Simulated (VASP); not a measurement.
Wanted: the native input for a VASP 6.6.1 run.

```
Task                   : single point
Functional             : LDA
Potentials or basis    : VASP PAW LDA potentials, release 64 (C)
Cutoff                 : 520 eV
k mesh                 : 12 × 12 × 2
Occupations            : fermi-dirac, width 0.05 eV
Spin                   : no spin polarisation
Dipole correction      : no
Further INCAR settings : ALGO = Normal; EDIFF = 1e-07; NBANDS = 16
```

The structure of C lies in POSCAR:

```
C
1.0
    2.4397422609      0.0000000000      0.0000000000
   -1.2198711305      2.1128787767      0.0000000000
    0.0000000000      0.0000000000     23.9719824012
C
4
Direct
    0.6666666667      0.3333333333      0.5704754400
    0.3333333333      0.6666666667      0.4295245600
    0.0000000000      0.0000000000      0.4295312300
    0.0000000000      0.0000000000      0.5704687700
```

This cell differs from its parent crystal: volume scaled by 0.98.

One way to write it, as run:

INCAR

```
SYSTEM = C
ALGO     = Normal         ! electronic algorithm
EDIFF    = 1E-7           ! SCF threshold, eV
ENCUT    = 520            ! plane-wave cutoff, eV
ISIF     = 2              ! what is computed and relaxed
ISMEAR   = -1             ! smearing method
LASPH    = .TRUE.         ! aspherical terms in the spheres
LCHARG   = .TRUE.         ! write CHGCAR
LELF     = .TRUE.         ! ELF
LREAL    = .FALSE.        ! projectors in reciprocal space
LVHAR    = .TRUE.       
LWAVE    = .FALSE.        ! write WAVECAR
NBANDS   = 16             ! bands
NELM     = 80             ! most SCF steps
PREC     = Accurate       ! precision mode
SIGMA    = 0.05           ! smearing width, eV
```

KPOINTS

```
k-points
0
G
  12 12 2
  0 0 0
```

Potentials or basis: VASP PAW LDA potentials, release 64 (C).

The run is started by

```bash
$ cat potpaw_LDA.64/C/POTCAR > POTCAR
$ mpirun -np 1 vasp_std > vasp.out
```

Results of the run:

- Largest force: 0.022 eV/Å
- Band gap on the k mesh: zero (filled and empty bands touch)

Run time: 94 s on 1 thread of Intel(R) Xeon(R) Platinum 8488C (Sapphire Rapids), on a shared host, peak memory 0.2 GiB.
